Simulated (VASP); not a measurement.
# FeSi (P2_13) in VASP: notebook, part 2 of 2

VASP 6.6.1.

## 4. Single point, PBE

This run uses another cell than the first one, of 9.37 Å³/atom.

Contents of INCAR:

```
ALGO     = Normal         # electronic algorithm
EDIFF    = 1E-7           # SCF threshold, eV
ENCUT    = 520            # plane-wave cutoff, eV
GGA      = PE             # functional
ISIF     = 2              # what is computed and relaxed
ISMEAR   = 0              # smearing method
LASPH    = T              # aspherical terms in the spheres
LCHARG   = T              # write CHGCAR
LELF     = T              # ELF
LREAL    = F              # projectors in reciprocal space
LVHAR    = T            
LWAVE    = F              # write WAVECAR
NBANDS   = 34             # bands
NELM     = 60             # most SCF steps
PREC     = Accurate       # precision mode
SIGMA    = 0.02           # smearing width, eV
```

Contents of KPOINTS:

```
k-points
0
Gamma
  8 8 8
```

Contents of POSCAR:

```
FeSi
1.0
    4.2168047612      0.0000000000      0.0000000000
    0.0000000000      4.2168047612      0.0000000000
    0.0000000000      0.0000000000      4.2168047612
Fe Si
4 4
Direct
    0.1414065754      0.1414065754      0.1414065754
    0.3585934246      0.8585934246      0.6414065754
    0.6414065754      0.3585934246      0.8585934246
    0.8585934246      0.6414065754      0.3585934246
    0.8431497857      0.8431497857      0.8431497857
    0.6568502143      0.1568502143      0.3431497857
    0.3431497857      0.6568502143      0.1568502143
    0.1568502143      0.3431497857      0.6568502143
```

The run is started by

```
$ cat potpaw_PBE.64/Fe/POTCAR potpaw_PBE.64/Si/POTCAR > POTCAR
$ mpirun -np 1 vasp_std > vasp.out
```

Run time: 2.9 min. Hardware: 1 thread of Intel Xeon 8259CL, shared host; peak memory 0.23 GiB.

The run converged. Its results:

| Item | Value |
| --- | --- |
| Free energy | -56.9867 eV |
| Pressure | 51.3 GPa |
| Largest force | 0.042 eV/Å |
| Band gap on the k mesh | 0.15 eV (least direct gap 0.18 eV) |

Forces in eV/Å, atoms in the order of the input:
```
Fe   0.024  0.024  0.024
Fe  -0.024 -0.024  0.024
Fe   0.024 -0.024 -0.024
Fe  -0.024  0.024 -0.024
Si   0.000  0.000  0.000
Si   0.000  0.000  0.000
Si   0.000  0.000  0.000
Si   0.000  0.000  0.000
```

Levels at points of the mesh, in eV from the valence-band top:
```
           k point  band 21  band 22  band 23  band 24  band 25  band 26  band 27  band 28
(0.00, 0.00, 0.00)    -0.38    -0.38    -0.09    -0.09     0.82     0.82     0.82     3.86
(0.50, 0.00, 0.00)    -0.52    -0.52     0.00     0.00     0.20     0.20     2.07     2.07
(0.50, 0.50, 0.00)    -1.25    -1.25    -0.47    -0.47     0.76     0.76     1.63     1.63
(0.50, 0.50, 0.50)    -0.89    -0.89    -0.89    -0.89     0.60     0.60     0.60     0.60
```

Caveat: the cell stands under pressure.

## 5. Relaxation of cell and atoms, PBE, target pressure 50.7 GPa, at which the enthalpy is minimised

This run uses another cell than the first one, of 9.38 Å³/atom.

Contents of INCAR:

```
ALGO     = Normal         # electronic algorithm
EDIFF    = 1E-6           # SCF threshold, eV
EDIFFG   = -0.05          # ionic threshold
ENCUT    = 600            # plane-wave cutoff, eV
GGA      = PE             # functional
IBRION   = 2              # ionic algorithm
ISIF     = 3              # what is computed and relaxed
ISMEAR   = 0              # smearing method
LASPH    = True           # aspherical terms in the spheres
LCHARG   = False          # write CHGCAR
LREAL    = False          # projectors in reciprocal space
LWAVE    = False          # write WAVECAR
NELM     = 80             # most SCF steps
NSW      = 80             # ionic steps
PREC     = Accurate       # precision mode
PSTRESS  = 507.0        
SIGMA    = 0.1            # smearing width, eV
```

Contents of KPOINTS:

```
k-points
0
Gamma
  6 6 6
```

Contents of POSCAR:

```
FeSi
1.0
    4.2173676852      0.0000000000      0.0000000000
    0.0000000000      4.2173676852      0.0000000000
    0.0000000000      0.0000000000      4.2173676852
Fe Si
4 4
Direct
    0.1414400714      0.1414400714      0.1414400714
    0.3585599286      0.8585599286      0.6414400714
    0.6414400714      0.3585599286      0.8585599286
    0.8585599286      0.6414400714      0.3585599286
    0.8431542001      0.8431542001      0.8431542001
    0.6568457999      0.1568457999      0.3431542001
    0.3431542001      0.6568457999      0.1568457999
    0.1568457999      0.3431542001      0.6568457999
```

The run is started by

```
$ cat potpaw_PBE.64/Fe/POTCAR potpaw_PBE.64/Si/POTCAR > POTCAR
$ mpirun -np 1 vasp_std > vasp.out
```

It took 2 min on 1 thread of Intel Xeon 8259CL, shared host; peak memory 0.23 GiB.

The run converged. Its results:

```
Free energy                  : -56.9988 eV
Pressure after relaxing      : 51.1 GPa
Largest force after relaxing : 0.045 eV/Å
Band gap on the k mesh       : 0.16 eV (least direct gap 0.18 eV)
```

Forces on the atoms (eV/Å):
```
Fe   0.026  0.026  0.026
Fe  -0.026 -0.026  0.026
Fe   0.026 -0.026 -0.026
Fe  -0.026  0.026 -0.026
Si   0.006  0.006  0.006
Si  -0.006 -0.006  0.006
Si   0.006 -0.006 -0.006
Si  -0.006  0.006 -0.006
```

Final structure:
```xyz
8
Lattice="4.2174 0.0000 0.0000 0.0000 4.2174 0.0000 0.0000 0.0000 4.2174" Properties=species:S:1:pos:R:3 pbc="T T T"
Fe    0.5965    0.5965    0.5965
Fe    1.5122    3.6209    2.7052
Fe    2.7052    1.5122    3.6209
Fe    3.6209    2.7052    1.5122
Si    3.5559    3.5559    3.5559
Si    2.7702    0.6615    1.4472
Si    1.4472    2.7702    0.6615
Si    0.6615    1.4472    2.7702
```

Levels at points of the mesh, in eV from the valence-band top:
```
           k point  band 21  band 22  band 23  band 24  band 25  band 26  band 27  band 28
(0.00, 0.00, 0.00)    -0.38    -0.38    -0.10    -0.10     0.82     0.82     0.82     3.85
(0.50, 0.00, 0.00)    -0.52    -0.52     0.00     0.00     0.20     0.20     2.07     2.07
(0.50, 0.50, 0.00)    -1.25    -1.25    -0.47    -0.47     0.76     0.76     1.62     1.62
(0.50, 0.50, 0.50)    -0.88    -0.88    -0.88    -0.88     0.60     0.60     0.60     0.60
```

Caveat: the relaxation stopped at its first step, so nothing moved; the cell is relaxed towards a set pressure, so the run minimises the enthalpy, not the energy; the relaxation stopped at a loose force limit of 0.05 eV/Å, so its end isn't a converged minimum. Spin polarisation is off, so any magnetic state and its effect on volume and gap are missing.

## 6. Relaxation of cell and atoms, PBE, target pressure 50.7 GPa, at which the enthalpy is minimised

This run uses another cell than the first one, of 9.38 Å³/atom.

Contents of INCAR:

```
SYSTEM = FeSi
PREC = Accurate ; ENCUT = 600
EDIFF = 1E-6 ; ISMEAR = 0
SIGMA = 0.01 ; LREAL = .False.
LASPH = .True. ; NELM = 80
ALGO = Normal ; ISIF = 3
LWAVE = .False. ; LCHARG = .False.
GGA = PE ; IBRION = 2
NSW = 80 ; EDIFFG = -0.002
PSTRESS = 507.0
```

Contents of KPOINTS:

```
regular mesh
0
Gamma
  8 8 8
  0 0 0
```

POSCAR is that of step 5.

Potentials or basis: VASP PAW PBE potentials, release 64 (Fe, Si).

The run is started by

```
$ cat potpaw_PBE.64/Fe/POTCAR potpaw_PBE.64/Si/POTCAR > POTCAR
$ mpirun -np 1 vasp_std > vasp.out
```

It took 15 min on 1 thread of Intel Xeon 8259CL, shared host; peak memory 0.27 GiB.

The run converged. Its results:

| Quantity | Value |
| --- | --- |
| Free energy | -57.0128 eV |
| Relaxed volume | 9.38 Å³/atom |
| Relaxed cell | a = 4.218 Å, b = 4.218 Å, c = 4.218 Å, α = 90.00°, β = 90.00°, γ = 90.00° |
| Space group after relaxing (to 0.1 Å) | P2_13 (No. 198) |
| Energy change on relaxing (the run minimises the enthalpy) | -2.2 meV/atom |
| Ionic steps | 18 |
| Pressure after relaxing | 50.7 GPa |
| Band gap on the k mesh | 0.15 eV (least direct gap 0.17 eV) |

Step by step:
| step | energy change (eV) | largest force (eV/Å) | pressure (GPa) | volume (Å³) |
| --- | --- | --- | --- | --- |
| 1 | 0.0000 | 0.0354 | 51.02 | 75.01 |
| 2 | -0.0639 | 0.0109 | 49.85 | 75.21 |
| 3 | -0.0244 | 0.0178 | 50.62 | 75.09 |
| 4 | -0.0160 | 0.0021 | 50.78 | 75.06 |
| 5 | -0.0171 | 0.0017 | 50.75 | 75.06 |
| 6 | -0.0174 | 0.0025 | 50.69 | 75.07 |
| 7 | -0.0161 | 0.0026 | 50.75 | 75.06 |
| 8 | -0.0169 | 0.0024 | 50.62 | 75.06 |
| 9 | -0.0163 | 0.0025 | 50.85 | 75.06 |
| 10 | -0.0167 | 0.0024 | 50.68 | 75.06 |
| 11 | -0.0166 | 0.0025 | 50.75 | 75.06 |
| 12 | -0.0166 | 0.0025 | 50.74 | 75.06 |
| 13 | -0.0166 | 0.0025 | 50.74 | 75.06 |
| 14 | -0.0173 | 0.0018 | 50.64 | 75.06 |
| 15 | -0.0169 | 0.0031 | 50.79 | 75.06 |
| 16 | -0.0171 | 0.0021 | 50.70 | 75.06 |
| 17 | -0.0172 | 0.0022 | 50.73 | 75.06 |
| 18 | -0.0172 | 0.0019 | 50.73 | 75.06 |

Final structure:
```
Fe Si
1.0
     4.21838    0.00000    0.00000
     0.00000    4.21838    0.00000
     0.00000    0.00000    4.21838
Fe Si
4 4
Direct
  0.14164 0.14164 0.14164
  0.35836 0.85836 0.64164
  0.64164 0.35836 0.85836
  0.85836 0.64164 0.35836
  0.84315 0.84315 0.84315
  0.65685 0.15685 0.34315
  0.34315 0.65685 0.15685
  0.15685 0.34315 0.65685
```

Levels at points of the mesh, in eV from the valence-band top:
```
           k point  band 22  band 23  band 24  band 25  band 26  band 27
(0.00, 0.00, 0.00)    -0.38    -0.10    -0.10     0.82     0.82     0.82
(0.50, 0.00, 0.00)    -0.52     0.00     0.00     0.20     0.20     2.07
(0.50, 0.50, 0.00)    -1.25    -0.47    -0.47     0.76     0.76     1.62
(0.50, 0.50, 0.50)    -0.89    -0.89    -0.89     0.59     0.59     0.59
```

Caveat: the cell is relaxed towards a set pressure, so the run minimises the enthalpy, not the energy. A k mesh can miss the band edges.

## 7. Relaxation of cell and atoms, PBE

This run uses another cell than the first one, of 10.98 Å³/atom.

Contents of INCAR:

```
  ALGO = Normal
  EDIFF = 1E-7
  EDIFFG = -0.005
  ENCUT = 600
  GGA = PE
  IBRION = 2
  ISIF = 3
  ISMEAR = 0
  LASPH = True
  LCHARG = False
  LREAL = False
  LWAVE = False
  NELM = 80
  NSW = 100
  PREC = Accurate
  SIGMA = 0.01
```

Contents of KPOINTS:

```
k-points
0
Gamma
  8 8 8
```

Contents of POSCAR:

```
FeSi
1.0
    4.4457756725      0.0000000000      0.0000000000
    0.0000000000      4.4457756725      0.0000000000
    0.0000000000      0.0000000000      4.4457756725
Fe Si
4 4
Direct
    0.1364570477      0.1364570477      0.1364570477
    0.3635429523      0.8635429523      0.6364570477
    0.6364570477      0.3635429523      0.8635429523
    0.8635429523      0.6364570477      0.3635429523
    0.8411355112      0.8411355112      0.8411355112
    0.6588644888      0.1588644888      0.3411355112
    0.3411355112      0.6588644888      0.1588644888
    0.1588644888      0.3411355112      0.6588644888
```

The run is started by

```
$ cat potpaw_PBE.64/Fe/POTCAR potpaw_PBE.64/Si/POTCAR > POTCAR
$ mpirun -np 1 vasp_std > vasp.out
```

It took 7.9 min on 1 thread of Oxide Virtual Turin-like, shared host; peak memory 0.25 GiB.

The run converged. Its results:

```
Free energy                           : -58.7811 eV
Relaxed volume                        : 11.00 Å³/atom
Relaxed cell                          : a = 4.448 Å, b = 4.448 Å, c = 4.448 Å, α = 90.00°, β = 90.00°, γ = 90.00°
Space group after relaxing (to 0.1 Å) : P2_13 (No. 198)
Energy gained by relaxing             : 0.0 meV/atom
Ionic steps                           : 6
Pressure after relaxing               : 0.0 GPa
Band gap on the k mesh                : 0.16 eV (least direct gap 0.17 eV)
```

Forces in eV/Å, atoms in the order of the input:
```
Fe  -0.002 -0.002 -0.002
Fe   0.002  0.002 -0.002
Fe  -0.002  0.002  0.002
Fe   0.002 -0.002  0.002
Si   0.000  0.000  0.000
Si   0.000  0.000  0.000
Si   0.000  0.000  0.000
Si   0.000  0.000  0.000
```

Step by step:
| step | energy change (eV) | largest force (eV/Å) | pressure (GPa) | volume (Å³) |
| --- | --- | --- | --- | --- |
| 1 | 0.0000 | 0.0417 | 0.33 | 87.87 |
| 2 | -0.0001 | 0.0151 | -0.41 | 88.16 |
| 3 | -0.0003 | 0.0256 | -0.12 | 88.04 |
| 4 | -0.0004 | 0.0054 | 0.02 | 88.00 |
| 5 | -0.0004 | 0.0054 | 0.00 | 88.00 |
| 6 | -0.0004 | 0.0028 | 0.02 | 88.01 |

Final structure:
```cif
data_structure
_symmetry_space_group_name_H-M 'P 1'
_symmetry_Int_Tables_number 1
_cell_length_a 4.4481
_cell_length_b 4.4481
_cell_length_c 4.4481
_cell_angle_alpha 90.000
_cell_angle_beta 90.000
_cell_angle_gamma 90.000
_cell_volume 88.01
loop_
_atom_site_label
_atom_site_type_symbol
_atom_site_fract_x
_atom_site_fract_y
_atom_site_fract_z
_atom_site_occupancy
Fe1 Fe 0.13641 0.13641 0.13641 1
Fe2 Fe 0.36359 0.86359 0.63641 1
Fe3 Fe 0.63641 0.36359 0.86359 1
Fe4 Fe 0.86359 0.63641 0.36359 1
Si1 Si 0.84078 0.84078 0.84078 1
Si2 Si 0.65922 0.15922 0.34078 1
Si3 Si 0.34078 0.65922 0.15922 1
Si4 Si 0.15922 0.34078 0.65922 1
```

Levels at points of the mesh, in eV from the valence-band top:
| k point | band 20 | band 21 | band 22 | band 23 | band 24 | band 25 | band 26 | band 27 | band 28 | band 29 |
| --- | --- | --- | --- | --- | --- | --- | --- | --- | --- | --- |
| (0.00, 0.00, 0.00) | -0.29 | -0.29 | -0.29 | -0.04 | -0.04 | 0.66 | 0.66 | 0.66 | 3.03 | 3.03 |
| (0.50, 0.00, 0.00) | -1.24 | -0.38 | -0.38 | -0.01 | -0.01 | 0.20 | 0.20 | 1.72 | 1.72 | 2.22 |
| (0.50, 0.50, 0.00) | -1.26 | -1.01 | -1.01 | -0.36 | -0.36 | 0.64 | 0.64 | 1.30 | 1.30 | 2.70 |
| (0.50, 0.50, 0.50) | -0.73 | -0.67 | -0.67 | -0.67 | -0.67 | 0.50 | 0.50 | 0.50 | 0.50 | 5.64 |

A k mesh can miss the band edges. Spin polarisation is off, so any magnetic state and its effect on volume and gap are missing.

## 8. Overview

```tsv
task	cell	k mesh	cutoff (eV)	smearing	gap on the mesh (eV)	pressure (GPa)	largest force (eV/Å)
relaxation of cell and atoms	relaxed to 50.7 GPa from a = 4.551 Å, 8 atoms, atomic positions A	4 × 4 × 4	600	gaussian 0.1 eV	0.16	50.7	-
single point	a = 4.217 Å, 8 atoms, atomic positions B	8 × 8 × 8	520	gaussian 0.01 eV	0.15	51.3	0.04
single point	a = 4.217 Å, 8 atoms, atomic positions B	8 × 8 × 8	520	gaussian 0.02 eV	0.15	51.3	0.04
relaxation of cell and atoms	relaxed to 50.7 GPa from a = 4.217 Å, 8 atoms, atomic positions B	6 × 6 × 6	600	gaussian 0.1 eV	0.16	51.1	0.04
relaxation of cell and atoms	relaxed to 50.7 GPa from a = 4.217 Å, 8 atoms, atomic positions B	8 × 8 × 8	600	gaussian 0.01 eV	0.15	50.7	-
relaxation of cell and atoms	relaxed from a = 4.446 Å, 8 atoms, atomic positions C	8 × 8 × 8	600	gaussian 0.01 eV	0.16	0.0	-
```

Alike in all rows: level PBE; potentials or basis VASP PAW PBE potentials, release 64 (Fe, Si); no spin polarisation.

Caveats: the cell is relaxed towards a set pressure, so the run minimises the enthalpy, not the energy (at least some runs); the cell stands under pressure (at least some runs); the volume moved by over 15 % at a fixed basis, so the end points are rough (at least some runs); the relaxation stopped at its first step, so nothing moved (at least some runs); the relaxation stopped at a loose force limit of 0.05 eV/Å, so its end isn't a converged minimum (at least some runs).

Total energies depend on the potentials used, so only differences within one code and one set of settings carry meaning.
